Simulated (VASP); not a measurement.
A run of VASP 6.6.1 is set up as follows.

INCAR

```
SYSTEM = TiAl3
PREC = Accurate ; ENCUT = 600
EDIFF = 1E-7 ; ISMEAR = 0
SIGMA = 0.1 ; LREAL = .False.
LASPH = .True. ; NELM = 100
ALGO = Fast ; ISIF = 3
LWAVE = .False. ; LCHARG = .False.
GGA = PS ; IBRION = 2
NSW = 100 ; EDIFFG = -0.005
```

File KPOINTS:

```
Automatic mesh
0
Gamma
  14 10 10
  0 0 0
```

The input POSCAR:

```
TiAl3
1.0
    2.8396770000      0.0000000000      0.0000000000
    0.0000000000      4.6812640000      0.0000000000
    0.0000000000      0.0000000000      4.9007420000
Ti Al
1 3
Direct
    0.0000000000      0.5000000000      0.1659160000
    0.5000000000      0.5000000000      0.6672710000
    0.5000000000      0.0000000000      0.3309120000
    0.0000000000      0.0000000000      0.8359000000
```

Potentials or basis: VASP PAW PBE potentials, release 64 (Ti_sv, Al).

The run is started by

```console
$ cat potpaw_PBE.64/Ti_sv/POTCAR potpaw_PBE.64/Al/POTCAR > POTCAR
$ mpirun -np 1 vasp_std > vasp.out
```

**Question.** What does it give for the relaxed volume?

**Answer.** 15.90 Å³/atom.

**Question.** What does it give for the space group after relaxing (to 0.05 Å)?

**Answer.** Pmm2 (No. 25).

**Question.** Estimate the relaxed cell.

**Answer.** a = 2.782 Å, b = 4.672 Å, c = 4.894 Å, α = 90.00°, β = 90.00°, γ = 90.00°.

Forces in eV/Å, atoms in the order of the input:
```
Ti   0.000  0.000 -0.001
Al   0.000  0.000  0.001
Al   0.000  0.000  0.003
Al   0.000  0.000 -0.004
```

Caveat: the PAW data sets were made with another functional, which shifts forces and pressure a little.
